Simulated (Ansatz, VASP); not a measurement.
**Two plane-wave programs on Sr3Ta2O**

Contents of INCAR:

```
PREC = Accurate
ENCUT = 520
EDIFF = 1E-6
ISMEAR = 0
SIGMA = 0.1
LREAL = F
LASPH = T
NELM = 150
ALGO = Normal
ISIF = 2
LWAVE = F
LCHARG = T
ISPIN = 2
MAGMOM = 0 0 0 1 1 0
LORBIT = 11
LMAXMIX = 4
GGA = PE
LELF = T
LVHAR = T
NBANDS = 42
```

Contents of KPOINTS:

```
regular mesh
0
Gamma
  3 3 4
```

POSCAR

```
Sr3Ta2O
1.0
    7.2327624199      0.0000000000      0.0000000000
   -3.6163812100      6.2637559952      0.0000000000
    0.0000000000      0.0000000000      6.2485019651
Sr Ta O
3 2 1
Direct
    0.5000000000      0.0000000000      0.0000000000
    0.0000000000      0.5000000000      0.0000000000
    0.5000000000      0.5000000000      0.0000000000
    0.0000000000      0.0000000000      0.8046175417
    0.0000000000      0.0000000000      0.1953824583
    0.0000000000      0.0000000000      0.5000000000
```

Input for Ansatz:

```yaml
crystal:
  lattice:
    - [7.2327624199, 0.0, 0.0]
    - [-3.61638121, 6.2637559952, 0.0]
    - [0.0, 0.0, 6.2485019651]
  atoms:
    - { symbol: Sr, position: [0.5, 0.0, 0.0] }
    - { symbol: Sr, position: [0.0, 0.5, 0.0] }
    - { symbol: Sr, position: [0.5, 0.5, 0.0] }
    - { symbol: Ta, position: [0.0, 0.0, 0.8046175417], spin: 1.0 }
    - { symbol: Ta, position: [0.0, 0.0, 0.1953824583], spin: 1.0 }
    - { symbol: O, position: [0.0, 0.0, 0.5] }
basis:
  ecutwfc: 420
kpoints:
  mp_grid: { grid: [3, 3, 4] }
hamiltonian:
  xc: pbe
scf:
  occupations: { method: gaussian, width: 0.1 }
  lower_state_search: "off"
output:
  forces: true
  stress: true
  eigenvalues: true
  populations: true
magnetization:
  spin_polarized: true
```

Alike in both runs: task single point; functional PBE; k mesh 3 × 3 × 4; occupations gaussian, width 0.1 eV; collinear spin.

```csv
,VASP,Ansatz
version,VASP 6.6.1,Ansatz 0.2.0
potentials or method,"VASP PAW PBE potentials, release 64 (Sr_sv, Ta_pv, O), cutoff 520 eV","scalar-relativistic, plane waves, PAW"
valence electrons in the cell,58,62
```

|  | VASP | Ansatz | Ansatz less VASP |
| --- | --- | --- | --- |
| gap on the k mesh at the Fermi level (eV) | none | none | - |
| pressure (GPa) | 0.0 | -0.1 | -0.10 |
| traceless stress, the component that is largest in VASP (GPa) | 0.33 | 0.16 | -0.166 |
| rms of the force components (eV/Å) | 0.025 | 0.005 | -0.0200 |
| net moment per atom (μB) | 0.05 | 0.05 | 0.000 |
| size of the moment on the site where the two differ most (μB) | 0.13 | 0.05 | -0.074 |

Site moments also hang on the region over which each program counts them. Atom by atom the forces differ by 0.020 eV/Å (rms over components). A gap of «none» marks a metal or a gap that the smearing closes. The functional is the same, so the differences come from potentials, cutoffs and numerics. VASP's potentials hold 58 valence electrons a cell and Ansatz's 62, so a difference there can come from the potentials and not from the codes.

Spin-orbit coupling is off throughout.
